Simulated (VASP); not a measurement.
# Mo in VASP: a series of runs

The runs below take Mo through single point, with PBEsol.

Everything below comes from runs of VASP 6.6.1. Logs are shortened: lines on timing, memory, paths and dates and some standing lists are left out, and cuts for length are marked.

## 1. The cell of the first run

The cell holds a slab with vacuum, 3 atoms: a = 2.710 Å, b = 2.710 Å, c = 20.426 Å, α = 90.00°, β = 90.00°, γ = 109.47°.

## 2. Single point, PBEsol

Contents of INCAR:

```
SYSTEM = Mo
PREC = Accurate
ENCUT = 520
EDIFF = 1E-6
ISMEAR = -1
SIGMA = 0.05
LREAL = .FALSE.
LASPH = .TRUE.
NELM = 100
ALGO = Normal
ISIF = 2
LWAVE = .FALSE.
LCHARG = .FALSE.
LDIPOL = .TRUE.
IDIPOL = 3
DIPOL = 0.5 0.5 0.500
GGA = PS
NBANDS = 28
```

Contents of KPOINTS:

```
Automatic mesh
0
G
  13 13 1
  0 0 0
```

Contents of POSCAR:

```
Mo
1.0
    2.7101442943      0.0000000000      0.0000000000
   -0.9033814314      2.5551485447      0.0000000000
    0.0000000000      0.0000000000     20.4256000000
Mo
3
Direct
    0.0000000000      0.0000000000      0.3916642081
    0.5000000000      0.5000000000      0.5000000000
    0.0000000000      0.0000000000      0.6083357919
```

Potentials or basis: VASP PAW PBE potentials, release 64 (Mo_sv).

On the command line:

```
$ cat potpaw_PBE.64/Mo_sv/POTCAR > POTCAR
$ mpirun -np 1 vasp_std > vasp.out
```

OUTCAR:

```text
SYSTEM = Mo
   PREC = Accurate
   ENCUT = 520
   EDIFF = 1E-6
   ISMEAR = -1
   LREAL = .FALSE.
   LASPH = .TRUE.
   NELM = 100
   ISIF = 2
   GGA = PS

 ion  position               nearest neighbor table
   1  0.000  0.000  0.392-   2 2.71   2 2.71   2 3.13   2 3.13
   2  0.500  0.500  0.500-   1 2.71   3 2.71   1 2.71   3 2.71   1 3.13   3 3.13   1 3.13   3 3.13

   3  0.000  0.000  0.608-   2 2.71   2 2.71   2 3.13   2 3.13

  LATTYP: Found a base centered orthorhombic cell.
 ALAT       =     3.1294050758
 B/A-ratio  =     1.4142135623
 C/A-ratio  =     6.5269913947

  Lattice vectors:

 A1 = (   2.7101442943,   0.0000000000,   0.0000000000)
 A2 = (  -0.9033814314,   2.5551485447,   0.0000000000)
 A3 = (   0.0000000000,   0.0000000000,  20.4256000000)

Analysis of symmetry for initial positions (statically):
=====================================================================
 Subroutine PRICEL returns:
 Original cell was already a primitive cell.

 Routine SETGRP: Setting up the symmetry group for a
 base centered orthorhombic supercell.

 Subroutine GETGRP returns: Found  8 space group operations
 (whereof  8 operations were pure point group operations)
 out of a pool of  8 trial point group operations.

The static configuration has the point symmetry D_2h.

Analysis of symmetry for dynamics (positions and initial velocities):
=====================================================================
 Subroutine PRICEL returns:
 Original cell was already a primitive cell.

 Routine SETGRP: Setting up the symmetry group for a
 base centered orthorhombic supercell.

 Subroutine GETGRP returns: Found  8 space group operations
 (whereof  8 operations were pure point group operations)
 out of a pool of  8 trial point group operations.

The dynamic configuration has the point symmetry D_2h.

 Subroutine INISYM returns: Found  8 space group operations
 (whereof  8 operations are pure point group operations),
 and found     1 'primitive' translations

----------------------------------------------------------------------------------------

                                     Primitive cell

  volume of cell :     141.4436

  direct lattice vectors                    reciprocal lattice vectors
     2.710144294  0.000000000  0.000000000     0.368984043  0.130455560  0.000000000
    -0.903381431  2.555148545  0.000000000     0.000000000  0.391366679  0.000000000
     0.000000000  0.000000000 20.425600000     0.000000000  0.000000000  0.048958170

[... 90 lines left out ...]
   NFREE  =      0    steps in history (QN), initial steepest desc. (CG)
   ISIF   =      2    stress and relaxation
   ISYM   =      2    0-nonsym 1-usesym 2-fastsym
   POTIM  = 0.5000    time-step for ionic-motion
   TEBEG  =    0.0;   TEEND  =   0.0 temperature during run
   PSTRESS=    0.0 pullay stress
   NELECT =      42.0000    total number of electrons
   NUPDOWN=      -1.0000    fix difference up-down
   EMIN   =  10.00;   EMAX   =-10.00  energy-range for DOS
   EFERMI =   0.00;   METHOD = LEGACY
   ISMEAR =    -1;   SIGMA  =   0.05  broadening in eV -4-tet -1-fermi 0-gaus
   EFERMI_NEDOS =   21; number of points for ismear=-14 and -15
   IALGO  =     38    algorithm
   IMIX   =      4    mixing-type and parameters
     AMIX     =   0.40;   BMIX     =  1.00
     AMIX_MAG =   1.60;   BMIX_MAG =  1.00
  volume/ion in A,a.u.               =      47.15       318.17
  Fermi-wavevector in a.u.,A,eV,Ry     =   1.092186  2.063933 16.230000  1.192871
  Thomas-Fermi vector in A             =   2.228447
   LORBIT       =      0    0 simple, 1 ext, 2 COOP (PROOUT), +10 PAW based schemes
   GGA     = PS    functional components
   LHFCALC =     F    Hartree Fock is set to
   AEXX    =    0.0000 exact exchange contribution
   IVDW    =     0    specifies the selected vdW correction
   LEPSILON=     F    determine dielectric tensor
   LRPA    =     F    only Hartree local field effects (RPA)
 non-spin polarized calculation
  energy-cutoff  :      520.00
  volume of cell :      141.44
 maximum number of plane-waves:      3850
   NGX = 11   NGY = 11   NGZ = 75

 dipolmoment           0.000000      0.000000      0.000000 electrons x Angstroem

 number of electron      41.9999996 magnetization

 dipolmoment           0.000000      0.000000     -0.000000 electrons x Angstroem

 Free energy of the ion-electron system (eV)
  ---------------------------------------------------
  ext. energy  EPLUGINS =         0.00000000
  ---------------------------------------------------
  free energy    TOTEN  =       -32.54103810 eV

  energy without entropy =      -32.51463163  energy(sigma->0) =      -32.52783487

 E-fermi :   1.0409     XC(G=0):  -5.4817

 val. band max:        1.0288075420   @ k =   0.3846   0.3077   0.0000
 cond. band min:       1.0627349116   @ k =   0.3846   0.0769   0.0000
 fundamental gap:      0.0339273696
 Fermi energy:         1.0408725412

 k-point     1 :       0.0000    0.0000    0.0000
  band No.  band energies     occupation
      1     -60.1663      2.00000
      2     -59.8757      2.00000
      3     -59.8392      2.00000
      4     -34.6720      2.00000
      5     -34.0727      2.00000
      6     -33.8348      2.00000
[... 733 lines left out ...]
     27       4.4374      0.00000
     28       6.6160      0.00000

 [... further k-points ...]

------------------------ aborting loop because EDIFF is reached ----------------------------------------

 vacuum level on the upper side and lower side of the slab       (xc-potential included)        -0.146        -0.146

  FORCE on cell =-STRESS in cart. coord.  units (eV):
  Direction    XX          YY          ZZ          XY          YZ          ZX
  --------------------------------------------------------------------------------------
  -------------------------------------------------------------------------------------
  Total       -4.6135834     -4.3605290     -2.7793426      0.3578729      0.0000000      0.0000000
  in kB      -52.2595378    -49.3931100    -31.4825048      4.0537411      0.0000000      0.0000000
  external PRESSURE =     -44.3783842 kB  Pullay stress =       0.0000000 kB

 VOLUME and BASIS-vectors are now :
 -----------------------------------------------------------------------------
  energy-cutoff  :      520.00
  volume of cell :      141.44
      direct lattice vectors                 reciprocal lattice vectors
     2.710144294  0.000000000  0.000000000     0.368984043  0.130455560  0.000000000
    -0.903381431  2.555148545  0.000000000     0.000000000  0.391366679  0.000000000
     0.000000000  0.000000000 20.425600000     0.000000000  0.000000000  0.048958170

 POSITION                                       TOTAL-FORCE (eV/Angst)
 -----------------------------------------------------------------------------------
      0.00000      0.00000      7.99998        -0.000000      0.000000      0.624696
      0.90338      1.27757     10.21280        -0.000000      0.000000      0.000000
      0.00000      0.00000     12.42562         0.000000     -0.000000     -0.624696
 -----------------------------------------------------------------------------------
    total drift:                               -0.000000      0.000000      0.000000

  FREE ENERGIE OF THE ION-ELECTRON SYSTEM (eV)
  ---------------------------------------------------
  free  energy   TOTEN  =       -32.5410380993 eV

  energy  without entropy=      -32.5146316335  energy(sigma->0) =      -32.52783487

 vacuum level on the upper side and lower side of the slab         5.692         5.692
```

stdout:

```text
POSCAR found type information on POSCAR Mo
 POSCAR found :  1 types and       3 ions
 scaLAPACK will be used
 -----------------------------------------------------------------------------
|                                                                             |
|                                                                             |
|     You enforced a specific xc type in the INCAR file but a different       |
|     I HOPE YOU KNOW WHAT YOU ARE DOING!                                     |
|                                                                             |
 -----------------------------------------------------------------------------

 LDA part: xc-table for (Slater+PW92), standard interpolation
 POSCAR, INCAR and KPOINTS ok, starting setup
 FFT: planning ... GRIDC
 FFT: planning ... GRID_SOFT
 FFT: planning ... GRID
 WAVECAR not read
 entering main loop
```

Run time: 1.7 min. Hardware: 1 thread of Intel Xeon 6975P-C (Granite Rapids), shared host; peak memory 0.31 GiB.

Results:

| Property | Result |
| --- | --- |
| Free energy | -32.5410 eV |
| Largest force | 0.625 eV/Å |
| Band gap on the k mesh | zero (bands 21 and 22 overlap by 2.02 eV) |

Forces in eV/Å, atoms in the order of the input:
```
Mo   0.000  0.000  0.625
Mo   0.000  0.000  0.000
Mo   0.000  0.000 -0.625
```

Caveat: the PAW data sets were made with another functional, which shifts forces and pressure a little.

## 3. Single point, PBEsol

Contents of INCAR:

```
PREC = Accurate
ENCUT = 520
EDIFF = 1E-7
ISMEAR = -1
SIGMA = 0.05
LREAL = F
LASPH = T
NELM = 80
ALGO = Normal
ISIF = 2
LWAVE = F
LCHARG = F
LDIPOL = T
IDIPOL = 3
DIPOL = 0.5 0.5 0.500
GGA = PS
NBANDS = 28
```

Contents of KPOINTS:

```
Automatic mesh
0
Gamma
  13 13 1
```

POSCAR is that of step 2.

Potentials or basis: VASP PAW PBE potentials, release 64 (Mo_sv).

On the command line:

```
$ cat potpaw_PBE.64/Mo_sv/POTCAR > POTCAR
$ mpirun -np 1 vasp_std > vasp.out
```

Wall time 1.8 min (1 thread of Intel Xeon 6975P-C (Granite Rapids), shared host); peak memory 0.31 GiB.

Results (log left out):

```yaml
Free_energy: -32.5410 eV
Largest_force: 0.625 eV/Å
Band_gap_on_the_k_mesh: zero (bands 21 and 22 overlap by 2.02 eV)
```

Forces on the atoms (eV/Å):
```
Mo   0.000  0.000  0.625
Mo   0.000  0.000  0.000
Mo   0.000  0.000 -0.625
```

Levels at points of the mesh, in eV from the Fermi level:
```csv
k point,band 19,band 20,band 21,band 22,band 23,band 24
"(0.00, 0.00, 0.00)",-1.49,-1.40,-0.57,-0.30,1.08,1.26
```

Caveat: the PAW data sets were made with another functional, which shifts forces and pressure a little.

## 4. Single point, PBEsol

Contents of INCAR:

```
  ALGO = Normal
  DIPOL = 0.5 0.5 0.500
  EDIFF = 1E-7
  ENCUT = 520
  GGA = PS
  IDIPOL = 3
  ISIF = 2
  ISMEAR = -1
  LASPH = T
  LCHARG = T
  LDIPOL = T
  LELF = T
  LREAL = F
  LVACPOTAV = T
  LVHAR = T
  LWAVE = F
  NBANDS = 28
  NELM = 80
  PREC = Accurate
  SIGMA = 0.05
```

Contents of KPOINTS:

```
k-points
0
Gamma
  13 13 1
```

Contents of POSCAR:

```
Mo
1.0
    2.7101442943      0.0000000000      0.0000000000
   -0.9033814314      2.5551485447      0.0000000000
    0.0000000000      0.0000000000     20.4256000000
Mo
3
Direct
    0.0000000000      0.0000000000      0.3956604418
    0.5000000000      0.5000000000      0.5000000082
    0.0000000000      0.0000000000      0.6043395501
```

On the command line:

```
$ cat potpaw_PBE.64/Mo_sv/POTCAR > POTCAR
$ mpirun -np 1 vasp_std > vasp.out
```

Run time: 2 min. Hardware: 1 thread of Intel Xeon 6975P-C (Granite Rapids), shared host; peak memory 0.31 GiB.

The run converged. Its results:

```
Free energy            : -32.5918 eV
Largest force          : 0.033 eV/Å
Band gap on the k mesh : zero (bands 21 and 22 overlap by 2.09 eV)
```

Forces on the atoms (eV/Å):
```
Mo   0.000  0.000 -0.033
Mo   0.000  0.000  0.000
Mo   0.000  0.000  0.033
```

Levels at points of the mesh, in eV from the Fermi level:
```
           k point  band 17  band 18  band 19  band 20  band 21  band 22  band 23  band 24  band 25  band 26
(0.00, 0.00, 0.00)    -2.28    -1.52    -1.42    -1.29    -0.92    -0.25     1.30     1.31     1.53     1.53
```

Caveat: the PAW data sets were made with another functional, which shifts forces and pressure a little.

## 5. Single point, PBEsol

Contents of INCAR:

```
SYSTEM = Mo
ALGO = Normal ; DIPOL = 0.5 0.5 0.500
EDIFF = 1E-6 ; ENCUT = 520
GGA = PS ; IDIPOL = 3
ISIF = 2 ; ISMEAR = -1
LASPH = .TRUE. ; LCHARG = .TRUE.
LDIPOL = .TRUE. ; LELF = .TRUE.
LREAL = .FALSE. ; LVACPOTAV = .TRUE.
LVHAR = .TRUE. ; LWAVE = .FALSE.
NBANDS = 28 ; NELM = 80
PREC = Accurate ; SIGMA = 0.05
```

Contents of KPOINTS:

```
k-points
0
G
  13 13 1
  0 0 0
```

POSCAR is that of step 4.

On the command line:

```
$ cat potpaw_PBE.64/Mo_sv/POTCAR > POTCAR
$ mpirun -np 1 vasp_std > vasp.out
```

Run time: 1.9 min. Hardware: 1 thread of Intel Xeon 6975P-C (Granite Rapids), shared host; peak memory 0.31 GiB.

Results (log left out):

| Item | Value |
| --- | --- |
| Free energy | -32.5918 eV |
| Largest force | 0.033 eV/Å |
| Band gap on the k mesh | zero (bands 21 and 22 overlap by 2.09 eV) |

Forces in eV/Å, atoms in the order of the input:
```
Mo   0.000  0.000 -0.033
Mo   0.000  0.000  0.000
Mo   0.000  0.000  0.033
```

Levels at points of the mesh, in eV from the Fermi level:
| k point | band 17 | band 18 | band 19 | band 20 | band 21 | band 22 | band 23 | band 24 | band 25 | band 26 |
| --- | --- | --- | --- | --- | --- | --- | --- | --- | --- | --- |
| (0.00, 0.00, 0.00) | -2.28 | -1.52 | -1.42 | -1.29 | -0.92 | -0.25 | 1.30 | 1.31 | 1.53 | 1.53 |

Caveat: the PAW data sets were made with another functional, which shifts forces and pressure a little.

The gap in the log of VASP goes by the Fermi energy; the results here count the filled bands.